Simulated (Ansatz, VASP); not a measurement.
**Co: VASP beside Ansatz**

```xyz
1
Lattice="0.0000 1.7683 1.7683 1.7683 0.0000 1.7683 1.7683 1.7683 0.0000" Properties=species:S:1:pos:R:3 pbc="T T T"
Co    0.0000    0.0000    0.0000
```

Alike in both runs: task single point; functional PBE; k mesh 13 × 13 × 13; occupations fermi-dirac, width 0.05 eV; collinear spin.

```csv
,VASP,Ansatz
version,VASP 6.6.1,Ansatz 0.2.0
potentials or method,"VASP PAW PBE potentials, release 64 (Co)",Ansatz PAW
plane-wave cutoff (eV),520,420
valence electrons in the cell,9,17
```

VASP gave:

| Property | Result |
| --- | --- |
| gap on the k mesh at the Fermi level (eV) | none |
| pressure (GPa) | -3.7 |
| net moment per atom (μB) | 1.63 |
| size of the moment on the site where the two differ most (μB) | 1.66 |

Estimate Ansatz's values.

gap on the k mesh at the Fermi level (eV): none; pressure (GPa): -3.2; net moment per atom (μB): 1.64; size of the moment on the site where the two differ most (μB): 1.71.

Site moments also hang on the region over which each program counts them. A gap of «none» marks a metal or a gap that the smearing closes. VASP's potentials hold 9 valence electrons a cell and Ansatz's 17, so a difference there can come from the potentials and not from the codes.
